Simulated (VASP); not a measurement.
# MgAl15HN16 (a cell with a defect) in VASP: a series of runs

The runs below take MgAl15HN16 (a cell with a defect) through single point, relaxation of the atoms, with PBE.

All numbers are computed with VASP 6.6.1; they aren't measurements. Logs are shortened: lines on timing, memory, paths and dates and some standing lists are left out, and cuts for length are marked.

### Step 1. The cell of the first run

The cell holds a defect, 33 atoms: a = 6.260 Å, b = 6.260 Å, c = 10.035 Å, α = 90.00°, β = 90.00°, γ = 120.00°.

### Step 2. Single point, PBE, collinear spin

Contents of INCAR:

```
SYSTEM = MgAl15HN16
PREC = Accurate
ENCUT = 520
EDIFF = 1E-6
ISMEAR = 0
SIGMA = 0.01
LREAL = Auto
LASPH = .TRUE.
NELM = 200
ALGO = Normal
ISIF = 2
LWAVE = .FALSE.
LCHARG = .TRUE.
ISPIN = 2
MAGMOM = 0 0 0 0 0 0 0 0 0 0 0 0 0 0 0 0.01 0 0.01 0.08 0.31 0.13 0.05 0.05 0.01 0.05 0.02 0.05 0.01 0.01 0.01 0.01 0 0
LORBIT = 11
NUPDOWN = 1.0
GGA = PE
LELF = .TRUE.
LVHAR = .TRUE.
NELECT = 127.0
NBANDS = 90
GGA_COMPAT = .FALSE.
ISYM = -1
```

Contents of KPOINTS:

```
explicit points
1
Reciprocal
  0.25000000   0.25000000   0.25000000 1
```

Contents of POSCAR:

```
MgAl15HN16
1.0
    6.2595139128      0.0000000578      0.0000000000
   -3.1297570064      5.4208980350      0.0000000000
    0.0000000000      0.0000000000     10.0348065929
Al Mg N H
15 1 16 1
Direct
    0.3315186948      0.1702868395      0.2367676345
    0.3361905879      0.1655025341      0.7526070111
    0.1632961444      0.3370925726      0.9995308819
    0.3337470519      0.6692377360      0.2484367653
    0.1530794732      0.8165076656      0.5062115303
    0.3365677254      0.6728930417      0.7521442054
    0.1620360194      0.8324314225      0.9988947902
    0.8294673304      0.1668189896      0.2495256159
    0.6858670441      0.3482611738      0.5060889233
    0.8291385562      0.1655505040      0.7519681847
    0.6673146080      0.3386069156      0.9995496459
    0.8319336549      0.6684882721      0.2491493582
    0.6662323754      0.8368747718      0.5018489026
    0.8314598911      0.6701585277      0.7534288260
    0.6652671452      0.8353801510      1.0010666820
    0.1708488130      0.3263534852      0.4929725171
    0.3516496259      0.1501778220      0.4314376477
    0.1645324473      0.3349103013      0.1906446792
    0.3293993336      0.1702436747      0.9425646375
    0.1690137176      0.3343354979      0.7036424416
    0.3407519143      0.6861755240      0.4381292058
    0.1662362918      0.8332927193      0.1882872902
    0.3310217004      0.6708819492      0.9413446702
    0.1659206233      0.8332104778      0.6926376776
    0.8138835085      0.1596258507      0.4377556308
    0.6678865636      0.3355963246      0.1881871994
    0.8296429017      0.1701195400      0.9414169344
    0.6688376669      0.3361322010      0.6926208710
    0.8311304427      0.6706676056      0.4401693701
    0.6672234187      0.8332003158      0.1895202270
    0.8298634737      0.6706953984      0.9408231099
    0.6676140511      0.8343985969      0.6915381178
    0.4473612806      0.0583295233      0.4048996146
```

Potentials or basis: VASP PAW PBE potentials, release 64 (Al, Mg, N, H).

Launch:

```sh
> cat potpaw_PBE.64/Al/POTCAR potpaw_PBE.64/Mg/POTCAR potpaw_PBE.64/N/POTCAR potpaw_PBE.64/H/POTCAR > POTCAR
> mpirun -np 1 vasp_std > vasp.out
```

OUTCAR:

```text
SYSTEM = MgAl15HN16
   PREC = Accurate
   ENCUT = 520
   EDIFF = 1E-6
   ISMEAR = 0
   LREAL = Auto
   LASPH = .TRUE.
   NELM = 200
   ISIF = 2
   ISPIN = 2
   LORBIT = 11
   NUPDOWN = 1.0
   GGA = PE
   NELECT = 127.0
   ISYM = -1

 ion  position               nearest neighbor table
   1  0.332  0.170  0.237-  18 1.86  26 1.89  22 1.89  17 1.97  33 2.09   3 2.99  11 3.00   7 3.01
                            16 3.09   4 3.12  12 3.13   8 3.13   8 3.13  12 3.14   4 3.15   5 3.31
   2  0.336  0.166  0.753-  20 1.89  24 1.90  28 1.90  19 1.91  11 3.06   7 3.06   6 3.08  10 3.09
                             3 3.10   5 3.11   9 3.12  14 3.13  14 3.13  16 3.15  10 3.17   6 3.17
   3  0.163  0.337  1.000-  19 1.89  27 1.90  23 1.90  18 1.92   1 2.99  10 3.07   6 3.08   4 3.08
                             8 3.09   2 3.10   7 3.10  11 3.11  15 3.13  15 3.13  11 3.15   7 3.16
   4  0.334  0.669  0.248-  22 1.90  30 1.90  18 1.90  21 1.91  15 3.06  16 3.08   3 3.08   7 3.09
                             8 3.11  13 3.12   1 3.12  12 3.12  12 3.14   5 3.14   1 3.15   8 3.15
   5  0.153  0.817  0.506-  21 1.86  29 1.87  24 1.87  17 1.97  33 1.98   9 2.93  14 3.03   6 3.04
                            12 3.11  13 3.11   2 3.11  16 3.13  16 3.14   4 3.14  13 3.15   1 3.31
   6  0.337  0.673  0.752-  24 1.89  32 1.89  20 1.90  23 1.90   5 3.04   7 3.07  15 3.07   3 3.08
                            13 3.08  10 3.08   2 3.08  14 3.11  14 3.15   2 3.17  10 3.18  16 3.21
   7  0.162  0.832  0.999-  23 1.88  31 1.89  22 1.90  19 1.92   1 3.01  14 3.05   2 3.06   6 3.07
                            12 3.08   4 3.09  11 3.09   3 3.10  15 3.12  15 3.14   3 3.16  11 3.17
   8  0.829  0.167  0.250-  25 1.89  26 1.89  30 1.91  18 1.91  16 3.07  15 3.07   3 3.09  11 3.09
                            13 3.10   4 3.11   9 3.12  12 3.13   1 3.13  12 3.13   1 3.13   4 3.15
   9  0.686  0.348  0.506-  25 1.86  29 1.87  28 1.87  33 1.96  17 1.97   5 2.93  14 3.04  10 3.04
                            16 3.11  12 3.11   2 3.12   8 3.12  13 3.12  13 3.14  16 3.16   1 3.32
  10  0.829  0.166  0.752-  28 1.89  32 1.89  27 1.90  20 1.91   9 3.04  15 3.07   3 3.07  11 3.08
                            13 3.08   6 3.08   2 3.09  14 3.11  14 3.15   2 3.17   6 3.18  16 3.19
  11  0.667  0.339  1.000-  27 1.89  26 1.89  31 1.89  19 1.92   1 3.00  14 3.05   2 3.06  10 3.08
                            12 3.08   8 3.09   7 3.09   3 3.11  15 3.12  15 3.14   3 3.15   7 3.17
  12  0.832  0.668  0.249-  30 1.88  26 1.91  22 1.91  29 1.92  15 3.08  11 3.08   7 3.08   9 3.11
                             5 3.11  13 3.12   4 3.12   8 3.13   1 3.13   8 3.13   1 3.14   4 3.14
  13  0.666  0.837  0.502-  25 1.87  21 1.88  29 1.90  32 1.90  10 3.08   6 3.08   8 3.10  14 3.10
                             5 3.11  16 3.11  12 3.12   4 3.12   9 3.12   9 3.14  16 3.15   5 3.15
  14  0.831  0.670  0.753-  31 1.88  32 1.88  28 1.91  24 1.91   5 3.03   9 3.04   7 3.05  11 3.05
                            15 3.07  13 3.10   6 3.11  10 3.11   2 3.13   2 3.13  10 3.15   6 3.15
  15  0.665  0.835  0.001-  31 1.88  30 1.89  23 1.91  27 1.91   4 3.06  14 3.07   6 3.07   8 3.07
                            10 3.07  12 3.08  11 3.12   7 3.12   3 3.13   3 3.13   7 3.14  11 3.14
  16  0.171  0.326  0.493-  25 2.01  21 2.03  17 2.03  20 2.11   8 3.07   4 3.08   1 3.09   9 3.11
                            13 3.11   5 3.13   5 3.14   2 3.15  13 3.15   9 3.16  10 3.19   6 3.21
  17  0.352  0.150  0.431-  33 1.05   1 1.97   5 1.97   9 1.97  16 2.03
  18  0.165  0.335  0.191-   1 1.86   4 1.90   8 1.91   3 1.92
  19  0.329  0.170  0.943-   3 1.89   2 1.91   7 1.92  11 1.92
  20  0.169  0.334  0.704-   2 1.89   6 1.90  10 1.91  16 2.11
  21  0.341  0.686  0.438-   5 1.86  13 1.88   4 1.91  16 2.03
  22  0.166  0.833  0.188-   1 1.89   4 1.90   7 1.90  12 1.91
  23  0.331  0.671  0.941-   7 1.88   6 1.90   3 1.90  15 1.91
[... 8 lines left out ...]
  32  0.668  0.834  0.692-  14 1.88  10 1.89   6 1.89  13 1.90
  33  0.447  0.058  0.405-  17 1.05   9 1.96   5 1.98   1 2.09

IMPORTANT INFORMATION: All symmetrisations will be switched off!
NOSYMM: (Re-)initialisation of all symmetry stuff for point group C_1.

----------------------------------------------------------------------------------------

                                     Primitive cell

  volume of cell :     340.5029

  direct lattice vectors                    reciprocal lattice vectors
     6.259513913  0.000000058  0.000000000     0.159756813  0.092235641  0.000000000
    -3.129757006  5.420898035  0.000000000    -0.000000002  0.184471279  0.000000000
     0.000000000  0.000000000 10.034806593     0.000000000  0.000000000  0.099653141

  length of vectors
     6.259513913  6.259513913 10.034806593     0.184471279  0.184471279  0.099653141

  position of ions in fractional coordinates (direct lattice)
     0.331518695  0.170286840  0.236767634
     0.336190588  0.165502534  0.752607011
     0.163296144  0.337092573  0.999530882
     0.333747052  0.669237736  0.248436765
     0.153079473  0.816507666  0.506211530
     0.336567725  0.672893042  0.752144205
[... 25 lines left out ...]
     0.667614051  0.834398597  0.691538118
     0.447361281  0.058329523  0.404899615

  ion indices of the primitive-cell ions
   primitive index   ion index
                 1           1
                 2           2
                 3           3
[... 63 lines left out ...]
   NSW    =      0    number of steps for IOM
   IBRION =     -1    ionic relax: 0-MD 1-quasi-New 2-CG
   NFREE  =      0    steps in history (QN), initial steepest desc. (CG)
   ISIF   =      2    stress and relaxation
   ISYM   =     -1    0-nonsym 1-usesym 2-fastsym
   POTIM  = 0.5000    time-step for ionic-motion
   TEBEG  =    0.0;   TEEND  =   0.0 temperature during run
   PSTRESS=    0.0 pullay stress
   NELECT =     127.0000    total number of electrons
   NUPDOWN=       1.0000    fix difference up-down
   EMIN   =  10.00;   EMAX   =-10.00  energy-range for DOS
   EFERMI =   0.00;   METHOD = LEGACY
   ISMEAR =     0;   SIGMA  =   0.01  broadening in eV -4-tet -1-fermi 0-gaus
   EFERMI_NEDOS =   21; number of points for ismear=-14 and -15
   IALGO  =     38    algorithm
   IMIX   =      4    mixing-type and parameters
     AMIX     =   0.40;   BMIX     =  1.00
     AMIX_MAG =   1.60;   BMIX_MAG =  1.00
  volume/ion in A,a.u.               =      10.32        69.63
  Fermi-wavevector in a.u.,A,eV,Ry     =   1.178426  2.226903 18.894257  1.388689
  Thomas-Fermi vector in A             =   2.314755
   LORBIT       =     11    0 simple, 1 ext, 2 COOP (PROOUT), +10 PAW based schemes
   GGA     = PE    functional components
   LHFCALC =     F    Hartree Fock is set to
   AEXX    =    0.0000 exact exchange contribution
   IVDW    =     0    specifies the selected vdW correction
   LEPSILON=     F    determine dielectric tensor
   LRPA    =     F    only Hartree local field effects (RPA)
 spin polarized calculation
 Gauss-broadening in eV      SIGMA  =   0.01
  energy-cutoff  :      520.00
  volume of cell :      340.50
 maximum number of plane-waves:      9148
 NGX is ok and might be reduce to    48
   NGX = 23   NGY = 23   NGZ = 37

 number of electron     126.9999997 magnetization       0.9999948

 Free energy of the ion-electron system (eV)
  ---------------------------------------------------
  ext. energy  EPLUGINS =         0.00000000
  ---------------------------------------------------
  free energy    TOTEN  =      -245.80617371 eV

  energy without entropy =     -245.80617371  energy(sigma->0) =     -245.80617371

 E-fermi :   5.5098     XC(G=0): -10.8055

 val. band max:        5.4058758853   @ k =   0.2500   0.2500   0.2500
 cond. band min:       5.6980182230   @ k =   0.2500   0.2500   0.2500
 fundamental gap:      0.2921423377
 Fermi energy:         5.4412183760

 spin component 1

 k-point     1 :       0.2500    0.2500    0.2500
  band No.  band energies     occupation
      1      -9.9189      1.00000
      2      -8.6383      1.00000
      3      -8.2600      1.00000
      4      -8.0418      1.00000
      5      -7.9913      1.00000
      6      -7.7526      1.00000
[... 67 lines left out ...]
     74      12.5812      0.00000
     75      12.7698      0.00000
 Fermi energy:         5.5098458995

 spin component 2

 k-point     1 :       0.2500    0.2500    0.2500
  band No.  band energies     occupation
      1      -9.8964      1.00000
      2      -8.5717      1.00000
      3      -8.2115      1.00000
      4      -7.9624      1.00000
      5      -7.9185      1.00000
      6      -7.6712      1.00000
[... 67 lines left out ...]
     74      12.6057      0.00000
     75      12.7973      0.00000
 [bands above 75 left out]

------------------------ aborting loop because EDIFF is reached ----------------------------------------

  FORCE on cell =-STRESS in cart. coord.  units (eV):
  Direction    XX          YY          ZZ          XY          YZ          ZX
  --------------------------------------------------------------------------------------
  -------------------------------------------------------------------------------------
  Total       -0.6101631     -8.3179855      1.0278893     -6.7490953      1.2887064      0.4278981
  in kB       -2.8710165    -39.1388343      4.8365542    -31.7566941      6.0637838      2.0134002
  external PRESSURE =     -12.3910989 kB  Pullay stress =       0.0000000 kB

 VOLUME and BASIS-vectors are now :
 -----------------------------------------------------------------------------
  energy-cutoff  :      520.00
  volume of cell :      340.50
      direct lattice vectors                 reciprocal lattice vectors
     6.259513913  0.000000058  0.000000000     0.159756813  0.092235641  0.000000000
    -3.129757006  5.420898035  0.000000000    -0.000000002  0.184471279  0.000000000
     0.000000000  0.000000000 10.034806593     0.000000000  0.000000000  0.099653141

 POSITION                                       TOTAL-FORCE (eV/Angst)
 -----------------------------------------------------------------------------------
      1.54219      0.92311      2.37592        -0.006496      0.001877      0.005845
      1.58641      0.89717      7.55227         0.000048      0.000121      0.006127
     -0.03286      1.82734     10.03010        -0.000141      0.001647      0.000084
     -0.00546      3.62787      2.49301        -0.000913     -0.005969      0.003768
     -1.59727      4.42620      5.07973         0.002360     -0.000974     -0.000998
      0.00076      3.64768      7.54762        -0.002164      0.000585      0.003971
[... 25 lines left out ...]
      1.56747      4.52319      6.93945         0.001907     -0.000749     -0.001700
      2.61771      0.31620      4.06309         0.021662     -0.018288     -0.002356
 -----------------------------------------------------------------------------------
    total drift:                                0.003962     -0.001354      0.013485

  FREE ENERGIE OF THE ION-ELECTRON SYSTEM (eV)
  ---------------------------------------------------
  free  energy   TOTEN  =      -245.8061737136 eV

  energy  without entropy=     -245.8061737136  energy(sigma->0) =     -245.80617371

 total charge

# of ion       s       p       d       tot
------------------------------------------
    1        0.376   0.431   0.000   0.806
    2        0.373   0.429   0.000   0.802
    3        0.370   0.425   0.000   0.794
    4        0.371   0.426   0.000   0.797
    5        0.376   0.439   0.000   0.816
    6        0.373   0.432   0.000   0.804
[... 25 lines left out ...]
   32        1.229   2.614   0.000   3.843
   33        0.598   0.100   0.000   0.698
--------------------------------------------------
tot         26.106  48.389   0.068  74.563

 magnetization (x)

# of ion       s       p       d       tot
------------------------------------------
    1       -0.000   0.000   0.000   0.000
    2       -0.002   0.000   0.000  -0.001
    3        0.000  -0.001   0.000  -0.000
    4       -0.001   0.002   0.000   0.001
    5       -0.000  -0.000   0.000  -0.001
    6       -0.001  -0.002   0.000  -0.003
[... 25 lines left out ...]
   32       -0.000   0.004   0.000   0.003
   33       -0.000  -0.000   0.000  -0.000
--------------------------------------------------
tot          0.005   0.697   0.005   0.707
```

Wall time 3 min (1 thread of Intel Xeon Platinum 8488C (Sapphire Rapids), shared host); peak memory 0.58 GiB.

Results:

```
Free energy                                           : -245.8062 eV
Largest force                                         : 0.040 eV/Å
Net moment                                            : 1.00 μB per cell
Site moments                                          : Al +0.00, -0.00 (each value once); Mg +0.01; N +0.01, +0.07, +0.26, +0.11, +0.04, +0.02, +0.05, +0.00 (each value once); H -0.00 μB
Valence electrons inside the program's atomic spheres : Al 0.81, 0.80, 0.79, 0.82 (each value once); Mg 0.44; N 3.90, 3.84, 3.82, 3.76, 3.81, 3.83, 3.85 (each value once); H 0.70
```

Forces in eV/Å, atoms in the order of the input:
```
Al  -0.006  0.002  0.006
Al   0.000  0.000  0.006
Al   0.000  0.002  0.000
Al  -0.001 -0.006  0.004
Al   0.002 -0.001 -0.001
Al  -0.002  0.001  0.004
Al  -0.002 -0.005  0.002
Al   0.003  0.001  0.008
Al   0.009  0.001 -0.006
Al   0.001  0.001  0.003
Al   0.000  0.000  0.005
Al   0.002 -0.001 -0.002
Al  -0.001 -0.002 -0.003
Al  -0.001  0.000  0.002
Al   0.002 -0.002  0.008
Mg   0.005 -0.001  0.008
N   -0.032  0.023  0.002
N    0.001 -0.001 -0.003
N    0.000 -0.001  0.000
N    0.001 -0.002 -0.015
N    0.002 -0.002 -0.002
N   -0.003  0.001 -0.003
N   -0.001  0.001 -0.005
N    0.000  0.001 -0.001
N    0.004  0.003 -0.001
N    0.000  0.000 -0.007
N   -0.001  0.001 -0.004
N   -0.003 -0.001  0.000
N   -0.006  0.001  0.006
N    0.001  0.005 -0.005
N    0.000  0.001 -0.001
N    0.002 -0.001 -0.002
H    0.022 -0.018 -0.002
```

Caveat: the cell carries a net charge on a neutralising background, which shifts energy and pressure; the cell is charged against a uniform background, so pressure and absolute levels hang on convention; the total moment is fixed, so each spin has its own Fermi level and the state may be an excited one.

### Step 3. Single point, PBE

Contents of INCAR:

```
SYSTEM = MgAl15HN16
  PREC = Accurate
  ENCUT = 520
  EDIFF = 1E-6
  ISMEAR = -1
  SIGMA = 0.01
  LREAL = Auto
  LASPH = .True.
  NELM = 120
  ALGO = Normal
  ISIF = 2
  LWAVE = .False.
  LCHARG = .False.
  GGA = PE
  NBANDS = 86
  GGA_COMPAT = .False.
  ISYM = -1
```

Contents of KPOINTS:

```
explicit points
4
Reciprocal
  0.25000000   0.25000000   0.25000000 2
  0.25000000   0.25000000   0.75000000 2
  0.25000000   0.75000000   0.25000000 2
  0.25000000   0.75000000   0.75000000 2
```

Contents of POSCAR:

```
MgAl15HN16
1.0
    6.2595139128      0.0000000578      0.0000000000
   -3.1297570064      5.4208980350      0.0000000000
    0.0000000000      0.0000000000     10.0348065929
Al Mg N H
15 1 16 1
Direct
    0.3297819290      0.1709116665      0.2372462960
    0.3326978727      0.1678275971      0.7539889055
    0.1643233818      0.3362435922      0.9981620281
    0.3322308120      0.6708268310      0.2502063971
    0.1532908859      0.8159520320      0.5061951453
    0.3324603115      0.6644348000      0.7521376820
    0.1641034131      0.8335552379      0.9999777303
    0.8298014288      0.1684195194      0.2501613487
    0.6845994899      0.3472459870      0.5061583865
    0.8359636512      0.1679860900      0.7521593724
    0.6670007085      0.3365156824      0.9999910835
    0.8313474950      0.6692903320      0.2497965012
    0.6626073010      0.8377535087      0.5011062983
    0.8312013356      0.6694541722      0.7528516377
    0.6648018412      0.8357590776      1.0011461537
    0.1703632259      0.3299184012      0.4985245970
    0.3499365284      0.1506107108      0.4311683846
    0.1643115124      0.3363841730      0.1896251023
    0.3316904549      0.1688694735      0.9436240303
    0.1690258924      0.3312639614      0.7004944375
    0.3381566964      0.6850373182      0.4368801781
    0.1639904805      0.8334466570      0.1886304534
    0.3315783491      0.6713987667      0.9417504058
    0.1660954611      0.8322061824      0.6929312753
    0.8152377860      0.1621235109      0.4368201571
    0.6670970536      0.3365620480      0.1886240667
    0.8291092469      0.1689926922      0.9417790866
    0.6684296290      0.3345537585      0.6929192057
    0.8294827649      0.6710027419      0.4405025997
    0.6664961746      0.8341413697      0.1897138905
    0.8301856845      0.6703511330      0.9409442362
    0.6667421175      0.8336019099      0.6915429936
    0.4437551211      0.0565612877      0.4043931606
```

Potentials or basis: VASP PAW PBE potentials, release 64 (Al, Mg, N, H).

Launch:

```sh
> cat potpaw_PBE.64/Al/POTCAR potpaw_PBE.64/Mg/POTCAR potpaw_PBE.64/N/POTCAR potpaw_PBE.64/H/POTCAR > POTCAR
> mpirun -np 1 vasp_std > vasp.out
```

Run time: 3.4 min. Hardware: 1 thread of Intel Xeon Platinum 8488C (Sapphire Rapids), shared host; peak memory 0.47 GiB.

The run converged. Its results:

```
Free energy            : -237.1745 eV
Pressure               : 3.6 GPa
Largest force          : 0.385 eV/Å
Band gap on the k mesh : 4.86 eV
```

Forces on the atoms (eV/Å):
```
Al   0.148 -0.093 -0.104
Al   0.129 -0.068 -0.083
Al  -0.142  0.080 -0.112
Al   0.139 -0.058 -0.089
Al  -0.045  0.134 -0.090
Al   0.125 -0.088 -0.105
Al  -0.126  0.087 -0.094
Al   0.120 -0.095 -0.086
Al  -0.140 -0.033 -0.087
Al   0.135 -0.067 -0.106
Al  -0.138  0.061 -0.098
Al   0.106 -0.065 -0.123
Al  -0.104  0.060 -0.079
Al   0.137 -0.085 -0.084
Al  -0.137  0.078 -0.088
Mg  -0.130  0.075 -0.093
N    0.332 -0.194  0.018
N   -0.208  0.117  0.106
N    0.213 -0.123  0.142
N   -0.189  0.117  0.213
N    0.121 -0.084  0.060
N   -0.194  0.131  0.087
N    0.200 -0.125  0.090
N   -0.187  0.106  0.106
N    0.137 -0.054  0.064
N   -0.206  0.113  0.087
N    0.212 -0.112  0.089
N   -0.191  0.102  0.106
N    0.094 -0.050  0.166
N   -0.172  0.097  0.076
N    0.199 -0.110  0.079
N   -0.206  0.126  0.026
H   -0.030  0.020  0.007
```

Stress tensor (GPa, compression positive):
```
 2.90  0.31  0.46
 0.31  3.26 -0.27
 0.46 -0.27  4.53
```

Levels at points of the mesh, in eV from the valence-band top:
```csv
k point,band 60,band 61,band 62,band 63,band 64,band 65,band 66,band 67,band 68,band 69
"(0.25, 0.25, 0.25)",-0.85,-0.79,-0.75,-0.52,-0.22,5.17,5.75,5.87,5.98,6.09
```

(Part 1 of 2 ends here.)
